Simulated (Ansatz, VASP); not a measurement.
## One calculation of BP, two programs

INCAR

```
SYSTEM = BP
ALGO = Normal
EDIFF = 1E-6
ENCUT = 520
GGA = PS
ISIF = 2
ISMEAR = 0
LASPH = .TRUE.
LCHARG = .TRUE.
LELF = .TRUE.
LREAL = .FALSE.
LVHAR = .TRUE.
LWAVE = .FALSE.
NBANDS = 11
NELM = 100
PREC = Accurate
SIGMA = 0.05
```

The input KPOINTS:

```
k-points
0
G
  10 10 10
  0 0 0
```

The input POSCAR:

```
BP
1.0
    0.0000000000      2.2463100000      2.2690000000
    2.2690000000      0.0000000000      2.2690000000
    2.2690000000      2.2463100000      0.0000000000
B P
1 1
Direct
    0.0000000000      0.0000000000      0.0000000000
    0.7500000000      0.7500000000      0.7500000000
```

Input for Ansatz:

```yaml
crystal:
  lattice:
    - [0.0, 2.24631, 2.269]
    - [2.269, 0.0, 2.269]
    - [2.269, 2.24631, 0.0]
  atoms:
    - { symbol: B, position: [0.0, 0.0, 0.0] }
    - { symbol: P, position: [0.75, 0.75, 0.75] }
basis:
  ecutwfc: 420
kpoints:
  mp_grid: { grid: [10, 10, 10] }
hamiltonian:
  xc: pbesol
scf:
  occupations: { method: gaussian, width: 0.05 }
output:
  forces: true
  stress: true
  eigenvalues: true
```

Change from the starting cell: strain -0.0100 x Voigt [0, 1, 0, 0, 0, 0], atoms carried along.

Alike in both runs: task single point; functional PBEsol; k mesh 10 × 10 × 10; occupations gaussian, width 0.05 eV; no spin polarisation.

|  | VASP | Ansatz |
| --- | --- | --- |
| version | VASP 6.6.1 | Ansatz 0.2.0 |
| potentials or method | VASP PAW PBE potentials, release 64 (B, P), cutoff 520 eV | scalar-relativistic, plane waves, PAW |
| valence electrons in the cell | 8 | 8 |

Ansatz gave:

```
gap on the k mesh at the Fermi level (eV)                     : 0.97
least direct gap on the mesh (eV)                             : 3.28
pressure (GPa)                                                : -0.3
traceless stress, the component that is largest in VASP (GPa) : 1.75
```

Task: Which values does VASP return?

Result: gap on the k mesh at the Fermi level (eV): 0.97; least direct gap on the mesh (eV): 3.27; pressure (GPa): -0.2; traceless stress, the component that is largest in VASP (GPa): 1.75.

VASP's potentials were made for PBE, not for PBEsol. The functional is the same, so the differences come from potentials, cutoffs and numerics.
